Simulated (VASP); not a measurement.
# Te (C2/m) in VASP: settings compared, part 2 of 3

VASP 6.6.1. Earlier steps stand in the parts before.

## Step 3: Single point, PBEsol

This run uses another cell than the first one, of 31.26 Å³/atom.

Contents of INCAR:

```
SYSTEM = Te
PREC     = Accurate       ! precision mode
ENCUT    = 520            ! plane-wave cutoff, eV
EDIFF    = 1E-6           ! SCF threshold, eV
ISMEAR   = -1             ! smearing method
SIGMA    = 0.05           ! smearing width, eV
LREAL    = .FALSE.        ! projectors in reciprocal space
LASPH    = .TRUE.         ! aspherical terms in the spheres
NELM     = 60             ! most SCF steps
ALGO     = Normal         ! electronic algorithm
ISIF     = 2              ! what is computed and relaxed
LWAVE    = .FALSE.        ! write WAVECAR
LCHARG   = .FALSE.        ! write CHGCAR
GGA      = PS             ! functional
NBANDS   = 16             ! bands
```

Contents of KPOINTS:

```
regular mesh
0
G
  7 7 5
  0 0 0
```

Contents of POSCAR:

```
Te
1.0
    3.7412160315     -2.1470812704      0.0162728436
    3.7412160315      2.1470812704      0.0162728436
   -0.0668835492      0.0000000000      5.8361940960
Te
3
Direct
    0.0000000000      0.0000000000      0.0000000000
    0.3189528967      0.3189528967      0.3354084336
    0.6810471033      0.6810471033      0.6645915664
```

Potentials or basis: VASP PAW PBE potentials, release 64 (Te).

The run is started by

```sh
$ cat potpaw_PBE.64/Te/POTCAR > POTCAR
$ mpirun -np 1 vasp_std > vasp.out
```

OUTCAR:

```text
SYSTEM = Te
   PREC = Accurate
   ENCUT = 520
   EDIFF = 1E-6
   ISMEAR = -1
   LREAL = .FALSE.
   LASPH = .TRUE.
   NELM = 60
   ISIF = 2
   GGA = PS

 ion  position               nearest neighbor table
   1  0.000  0.000  0.000-   2 3.08   3 3.08   3 3.21   3 3.21   2 3.21   2 3.21
   2  0.319  0.319  0.335-   3 3.07   3 3.07   1 3.08   1 3.21   1 3.21   3 3.31
   3  0.681  0.681  0.665-   2 3.07   2 3.07   1 3.08   1 3.21   1 3.21   2 3.31

  LATTYP: Found a base centered monoclinic cell.
 ALAT       =     7.4825028432
 B/A-ratio  =     0.5738938736
 C/A-ratio  =     0.7800300852
 COS(beta)  =    -0.0071099835

  Lattice vectors:

 A1 = (   3.7412160315,  -2.1470812704,   0.0162728436)
 A2 = (   3.7412160315,   2.1470812704,   0.0162728436)
 A3 = (  -0.0668835492,   0.0000000000,   5.8361940960)

Analysis of symmetry for initial positions (statically):
=====================================================================
 Subroutine PRICEL returns:
 Original cell was already a primitive cell.

 Routine SETGRP: Setting up the symmetry group for a
 base centered monoclinic supercell.

 Subroutine GETGRP returns: Found  4 space group operations
 (whereof  4 operations were pure point group operations)
 out of a pool of  4 trial point group operations.

The static configuration has the point symmetry C_2h.

Analysis of symmetry for dynamics (positions and initial velocities):
=====================================================================
 Subroutine PRICEL returns:
 Original cell was already a primitive cell.

 Routine SETGRP: Setting up the symmetry group for a
 base centered monoclinic supercell.

 Subroutine GETGRP returns: Found  4 space group operations
 (whereof  4 operations were pure point group operations)
 out of a pool of  4 trial point group operations.

The dynamic configuration has the point symmetry C_2h.

 Subroutine INISYM returns: Found  4 space group operations
 (whereof  4 operations are pure point group operations),
[... 117 lines left out ...]
     AMIX     =   0.40;   BMIX     =  1.00
     AMIX_MAG =   1.60;   BMIX_MAG =  1.00
  volume/ion in A,a.u.               =      31.26       210.92
  Fermi-wavevector in a.u.,A,eV,Ry     =   0.944390  1.784639 12.134666  0.891873
  Thomas-Fermi vector in A             =   2.072190
   LORBIT       =      0    0 simple, 1 ext, 2 COOP (PROOUT), +10 PAW based schemes
   GGA     = PS    functional components
   LHFCALC =     F    Hartree Fock is set to
   AEXX    =    0.0000 exact exchange contribution
   IVDW    =     0    specifies the selected vdW correction
   LEPSILON=     F    determine dielectric tensor
   LRPA    =     F    only Hartree local field effects (RPA)
 non-spin polarized calculation
  energy-cutoff  :      520.00
  volume of cell :       93.77
 maximum number of plane-waves:      2541
   NGX = 17   NGY = 17   NGZ = 21

 number of electron      17.9999999 magnetization

 Free energy of the ion-electron system (eV)
  ---------------------------------------------------
  ext. energy  EPLUGINS =         0.00000000
  ---------------------------------------------------
  free energy    TOTEN  =       -10.51176671 eV

  energy without entropy =      -10.50138955  energy(sigma->0) =      -10.50657813

 E-fermi :   6.9105     XC(G=0):  -9.6274

 val. band max:        6.9032883142   @ k =  -0.2857   0.2857   0.4000
 cond. band min:       6.9246921095   @ k =  -0.1429  -0.1429   0.2000
 fundamental gap:      0.0214037952
 Fermi energy:         6.9105081613

 k-point     1 :       0.0000    0.0000    0.0000
  band No.  band energies     occupation
      1      -7.0863      2.00000
      2      -3.6377      2.00000
      3      -3.5800      2.00000
      4       4.2491      2.00000
      5       4.2703      2.00000
      6       4.6505      2.00000
[... 433 lines left out ...]
      3      -2.5522      2.00000
      4       2.8585      2.00000
      5       3.9563      2.00000
      6       4.1284      2.00000
[... 8 lines left out ...]
     15      12.1907      0.00000
     16      12.7732      0.00000

 [... further k-points ...]

------------------------ aborting loop because EDIFF is reached ----------------------------------------

  FORCE on cell =-STRESS in cart. coord.  units (eV):
  Direction    XX          YY          ZZ          XY          YZ          ZX
  --------------------------------------------------------------------------------------
  -------------------------------------------------------------------------------------
  Total        0.0203208      0.0059120      0.0373097      0.0000000      0.0000000     -0.0009807
  in kB        0.3472238      0.1010185      0.6375138      0.0000000      0.0000000     -0.0167566
  external PRESSURE =       0.3619187 kB  Pullay stress =       0.0000000 kB

 VOLUME and BASIS-vectors are now :
 -----------------------------------------------------------------------------
  energy-cutoff  :      520.00
  volume of cell :       93.77
      direct lattice vectors                 reciprocal lattice vectors
     3.741216032 -2.147081270  0.016272844     0.133639724 -0.232874278  0.001531529
     3.741216032  2.147081270  0.016272844     0.133639724  0.232874278  0.001531529
    -0.066883549  0.000000000  5.836194096    -0.000745245  0.000000000  0.171336001

 POSITION                                       TOTAL-FORCE (eV/Angst)
 -----------------------------------------------------------------------------------
      0.00000      0.00000      0.00000         0.000000      0.000000     -0.000000
      2.36411      0.00000      1.96789         0.010667      0.000000     -0.003749
      5.05144      0.00000      3.90085        -0.010667      0.000000      0.003749
 -----------------------------------------------------------------------------------
    total drift:                                0.000000     -0.000000     -0.000000

  FREE ENERGIE OF THE ION-ELECTRON SYSTEM (eV)
  ---------------------------------------------------
  free  energy   TOTEN  =       -10.5117667079 eV

  energy  without entropy=      -10.5013895460  energy(sigma->0) =      -10.50657813
```

OSZICAR:

```text
N       E                     dE             d eps       ncg     rms          rms(c)
DAV:   1     0.677429676841E+02    0.67743E+02   -0.64827E+03  2304   0.893E+02
DAV:   2    -0.638505584735E+01   -0.74128E+02   -0.70032E+02  3144   0.136E+02
DAV:   3    -0.104552925251E+02   -0.40702E+01   -0.40451E+01  2776   0.346E+01
DAV:   4    -0.105159696888E+02   -0.60677E-01   -0.60654E-01  3328   0.509E+00
DAV:   5    -0.105171610061E+02   -0.11913E-02   -0.11913E-02  3016   0.657E-01    0.142E+01
DAV:   6    -0.105125693776E+02    0.45916E-02   -0.76776E-03  3048   0.500E-01    0.869E+00
DAV:   7    -0.105118808492E+02    0.68853E-03   -0.10083E-02  3008   0.594E-01    0.217E-01
DAV:   8    -0.105118010915E+02    0.79758E-04   -0.80290E-04  2904   0.166E-01    0.131E-01
DAV:   9    -0.105117661931E+02    0.34898E-04   -0.14414E-04  3088   0.678E-02    0.497E-02
DAV:  10    -0.105117675243E+02   -0.13312E-05   -0.32869E-05  3032   0.297E-02    0.116E-02
DAV:  11    -0.105117667079E+02    0.81635E-06   -0.46827E-06  2888   0.123E-02
   1 F= -.10511767E+02 E0= -.10506578E+02  d E =-.103772E-01
```

stdout:

```text
POSCAR found type information on POSCAR Te
 POSCAR found :  1 types and       3 ions
 scaLAPACK will be used
 -----------------------------------------------------------------------------
|                                                                             |
|                                                                             |
|     You enforced a specific xc type in the INCAR file but a different       |
|     I HOPE YOU KNOW WHAT YOU ARE DOING!                                     |
|                                                                             |
 -----------------------------------------------------------------------------

 LDA part: xc-table for (Slater+PW92), standard interpolation
 POSCAR, INCAR and KPOINTS ok, starting setup
 FFT: planning ... GRIDC
 FFT: planning ... GRID_SOFT
 FFT: planning ... GRID
 WAVECAR not read
 entering main loop
```

It took 1.9 min on 1 thread of Intel Xeon 8259CL, shared host; peak memory 0.25 GiB.

Results:

| Property | Result |
| --- | --- |
| Free energy | -10.5118 eV |
| Pressure | 0.0 GPa |
| Largest force | 0.011 eV/Å |
| Band gap on the k mesh | zero (bands 9 and 10 overlap by 0.26 eV) |

Forces on the atoms (eV/Å):
```
Te   0.000  0.000  0.000
Te   0.011  0.000 -0.004
Te  -0.011  0.000  0.004
```

Caveat: the PAW data sets were made with another functional, which shifts forces and pressure a little; spin-orbit coupling is left out, which moves the levels of the heavy elements.

## Step 4: Relaxation of cell and atoms, PBEsol, target pressure 5 GPa, at which the enthalpy is minimised

Contents of INCAR:

```
SYSTEM = Te
ALGO = Normal ; EDIFF = 1E-6
EDIFFG = -0.01 ; ENCUT = 600
GGA = PS ; IBRION = 2
ISIF = 3 ; ISMEAR = -1
LASPH = .TRUE. ; LCHARG = .FALSE.
LREAL = .FALSE. ; LWAVE = .FALSE.
NELM = 100 ; NSW = 80
PREC = Accurate ; PSTRESS = 50.0
SIGMA = 0.05
```

Contents of KPOINTS:

```
k-points
0
G
  7 7 5
  0 0 0
```

Contents of POSCAR:

```
Te
1.0
    3.8202894285     -2.1482026000      0.0000000000
    3.8202894285      2.1482026000      0.0000000000
   -0.0942908673      0.0000000000      5.9760906531
Te
3
Direct
    0.0000000000      0.0000000000      0.0000000000
    0.3094466100      0.3094466100      0.3388094900
    0.6905533900      0.6905533900      0.6611905100
```

Potentials or basis: VASP PAW PBE potentials, release 64 (Te).

The run is started by

```sh
$ cat potpaw_PBE.64/Te/POTCAR > POTCAR
$ mpirun -np 1 vasp_std > vasp.out
```

OUTCAR:

```text
SYSTEM = Te
   EDIFF = 1E-6
   EDIFFG = -0.01
   ENCUT = 600
   GGA = PS
   IBRION = 2
   ISIF = 3
   ISMEAR = -1
   LASPH = .TRUE.
   LREAL = .FALSE.
   NELM = 100
   NSW = 80
   PREC = Accurate
   PSTRESS = 50.0

 ion  position               nearest neighbor table
   1  0.000  0.000  0.000-   2 3.09   3 3.09   3 3.31   3 3.31   2 3.31   2 3.31
   2  0.309  0.309  0.339-   3 3.03   3 3.03   1 3.09   1 3.31   1 3.31   3 3.47
   3  0.691  0.691  0.661-   2 3.03   2 3.03   1 3.09   1 3.31   1 3.31   2 3.47

  LATTYP: Found a base centered monoclinic cell.
 ALAT       =     7.6405788570
 B/A-ratio  =     0.5623140969
 C/A-ratio  =     0.7822489081
 COS(beta)  =    -0.0157760547

  Lattice vectors:

 A1 = (   3.8202894285,  -2.1482026000,   0.0000000000)
 A2 = (   3.8202894285,   2.1482026000,   0.0000000000)
 A3 = (  -0.0942908673,   0.0000000000,   5.9760906531)
[... 682 lines left out ...]

 [... further k-points ...]

[... ionic steps 4 to 27 ...]

--------------------------------------- Ionic step       28  -------------------------------------------

 number of electron      18.0000001 magnetization

------------------------ aborting loop because EDIFF is reached ----------------------------------------
[... 73 lines left out ...]
--------------------------------------- Ionic step       30  -------------------------------------------

 number of electron      18.0000001 magnetization

 Free energy of the ion-electron system (eV)
  ---------------------------------------------------
  ext. energy  EPLUGINS =         0.00000000
  ---------------------------------------------------
  free energy    TOTEN  =       -10.37306083 eV

  energy without entropy =      -10.36168189  energy(sigma->0) =      -10.36737136

 E-fermi :   8.1686     XC(G=0): -10.1068

 val. band max:        8.1606640294   @ k =  -0.2857  -0.4286   0.4000
 cond. band min:       8.1760358605   @ k =  -0.1429  -0.1429   0.2000
 fundamental gap:      0.0153718311
 Fermi energy:         8.1685534188

 k-point     1 :       0.0000    0.0000    0.0000
  band No.  band energies     occupation
      1      -6.4371      2.00000
      2      -2.8585      2.00000
      3      -2.8517      2.00000
      4       5.9626      2.00000
      5       6.2409      2.00000
      6       6.3295      2.00000
      7       6.3481      2.00000
      8       6.4704      2.00000
      9       6.7176      2.00000
     10       9.5231      0.00000
     11       9.6163      0.00000
     12      10.6389      0.00000
     13      12.7179      0.00000
[... 402 lines left out ...]
  energy  without entropy=      -10.3616818908  energy(sigma->0) =      -10.36737136

  enthalpy is  TOTEN    =        -7.7329811843 eV   P V=        2.6400796486

 reached required accuracy - stopping structural energy minimisation
```

OSZICAR:

```text
N       E                     dE             d eps       ncg     rms          rms(c)
DAV:   1     0.784794298726E+02    0.78479E+02   -0.71886E+03  1872   0.124E+03
DAV:   2    -0.511130065248E+01   -0.83591E+02   -0.80150E+02  2520   0.165E+02
DAV:   3    -0.104050282764E+02   -0.52937E+01   -0.52309E+01  2317   0.447E+01
[... 224 lines left out ...]
DAV:   1    -0.103730652132E+02   -0.18704E-02   -0.52162E-03  1937   0.429E-01    0.394E-02
DAV:   2    -0.103730693251E+02   -0.41119E-05   -0.22231E-04  2192   0.985E-02    0.227E-02
DAV:   3    -0.103730637596E+02    0.55655E-05   -0.74841E-06  2072   0.180E-02    0.126E-02
DAV:   4    -0.103730609471E+02    0.28125E-05   -0.42457E-06  1982   0.109E-02    0.104E-02
DAV:   5    -0.103730608328E+02    0.11423E-06   -0.19393E-07   991   0.312E-03
  30 F= -.77329812E+01 E0= -.77272917E+01  d E =-.433081E-04
```

CONTCAR:

```text
Te
   1.00000000000000
     3.5522715566812200   -1.9510009362183591   -0.0115732725105332
     3.5522715566812200    1.9510009362183591   -0.0115732725105332
    -0.1103076127102221    0.0000000000000000    6.1036489509692764
  Te
     3
Direct
     1.0000000000000000    1.0000000000000000    0.0000000000000000
     0.3265177210451760    0.3265177210451760    0.3325347888535144
     0.6734822789548239    0.6734822789548239    0.6674652111464855

  0.00000000E+00  0.00000000E+00  0.00000000E+00
  0.00000000E+00  0.00000000E+00  0.00000000E+00
  0.00000000E+00  0.00000000E+00  0.00000000E+00
```

Run time: 26 min. Hardware: 1 thread of Intel Xeon 8259CL, shared host; peak memory 0.31 GiB.

What came out:

| Property | Result |
| --- | --- |
| Free energy | -10.3731 eV |
| Relaxed volume | 28.20 Å³/atom |
| Relaxed cell | a = 4.053 Å, b = 4.053 Å, c = 6.105 Å, α = 91.07°, β = 91.07°, γ = 57.55° |
| Space group after relaxing (to 0.1 Å) | C2/m (No. 12) |
| Energy change on relaxing (the run minimises the enthalpy) | +34.7 meV/atom |
| Ionic steps | 30 |
| Pressure after relaxing | 5.0 GPa |
| Largest force after relaxing | 0.009 eV/Å |
| Band gap on the k mesh | zero (bands 9 and 10 overlap by 0.59 eV) |

Forces on the atoms (eV/Å):
```
Te   0.000  0.000  0.000
Te   0.008  0.000 -0.005
Te  -0.008  0.000  0.005
```

Step by step:
```tsv
step	energy change (eV)	largest force (eV/Å)	pressure (GPa)	volume (Å³)
1	0.0000	0.0971	-1.85	98.09
2	0.5626	0.8148	14.58	79.55
3	0.0735	0.4379	4.88	87.98
4	0.0795	0.4458	5.05	87.78
5	0.0719	0.3363	5.08	87.25
6	0.0863	0.1009	5.33	85.58
7	0.1005	0.0743	5.49	85.01
8	0.1155	0.0782	5.67	84.50
9	0.0498	0.0476	3.17	86.81
10	0.0843	0.0486	4.67	85.37
11	0.1011	0.0255	5.08	84.78
12	0.0991	0.0280	5.04	84.84
13	0.1007	0.0124	4.97	84.76
14	0.1038	0.0428	4.89	84.64
15	0.1031	0.0351	4.91	84.67
16	0.1152	0.0266	5.22	84.28
17	0.1102	0.0300	5.11	84.43
18	0.1082	0.0159	5.01	84.49
19	0.1074	0.0103	4.97	84.52
20	0.1080	0.0017	4.99	84.49
21	0.1089	0.0127	5.01	84.46
22	0.1080	0.0124	5.00	84.48
23	0.1057	0.0184	4.95	84.55
24	0.1128	0.0196	5.21	84.33
25	0.1085	0.0185	5.06	84.46
26	0.1064	0.0146	5.02	84.53
27	0.1041	0.0155	4.98	84.60
28	0.1056	0.0138	5.03	84.55
29	0.1059	0.0136	5.04	84.54
30	0.1040	0.0093	4.98	84.60
```

Final structure:
```cif
data_structure
_symmetry_space_group_name_H-M 'P 1'
_symmetry_Int_Tables_number 1
_cell_length_a 4.0528
_cell_length_b 4.0528
_cell_length_c 6.1046
_cell_angle_alpha 91.071
_cell_angle_beta 91.071
_cell_angle_gamma 57.553
_cell_volume 84.60
loop_
_atom_site_label
_atom_site_type_symbol
_atom_site_fract_x
_atom_site_fract_y
_atom_site_fract_z
_atom_site_occupancy
Te1 Te 0.00000 0.00000 0.00000 1
Te2 Te 0.32652 0.32652 0.33253 1
Te3 Te 0.67348 0.67348 0.66747 1
```

Caveat: the cell is relaxed towards a set pressure, so the run minimises the enthalpy, not the energy; the PAW data sets were made with another functional, which shifts forces and pressure a little; spin-orbit coupling is left out, which moves the levels of the heavy elements.

(Part 2 of 3 ends here.)
